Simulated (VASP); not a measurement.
## BP: single point with PBE

The system is BP.

```
B P
1.0
     0.00000    2.30303    2.26900
     2.30303    0.00000    2.26900
     2.30303    2.30303    0.00000
B P
1 1
Direct
  0.00000 0.00000 0.00000
  0.75000 0.75000 0.75000
```

This cell differs from its parent crystal: strain +0.0150 x Voigt [1, 1, 0, 0, 0, 0].

```yaml
Program: VASP 6.6.1
Task: single point
Functional: PBE
Potentials_or_basis: VASP PAW PBE potentials, release 64 (B, P)
Cutoff: 520 eV
k_mesh: 10 × 10 × 10
Occupations: gaussian, width 0.05 eV
Spin: no spin polarisation
Dipole_correction: no
Further_INCAR_settings: ALGO = Normal; EDIFF = 1e-06; NBANDS = 11
```

```yaml
Pressure: -3.8 GPa
Band_gap_on_the_k_mesh: 1.06 eV, indirect (least direct gap 3.21 eV)
```

Stress tensor (GPa, compression positive):
```
-5.03  0.00  0.00
 0.00 -5.03  0.00
 0.00  0.00 -1.22
```

Levels at points of the mesh, in eV from the valence-band top:
| k point | band 2 | band 3 | band 4 | band 5 | band 6 | band 7 |
| --- | --- | --- | --- | --- | --- | --- |
| (0.00, 0.00, 0.00) | -0.14 | -0.14 | 0.00 | 3.21 | 3.29 | 3.29 |
| (0.50, 0.00, 0.00) | -8.92 | -1.91 | -1.72 | 3.49 | 4.53 | 4.70 |
| (0.50, 0.50, 0.00) | -8.44 | -4.20 | -4.20 | 1.19 | 1.46 | 11.75 |
| (0.50, 0.00, 0.50) | -8.57 | -4.06 | -4.04 | 1.35 | 1.66 | 11.60 |

It took 46 s on 1 thread of AMD EPYC 7R13, on a shared host, peak memory 0.12 GiB.

Caveat: the cell differs from its parent crystal (strain +0.0150 x Voigt [1, 1, 0, 0, 0, 0]). A k mesh can miss the band edges.
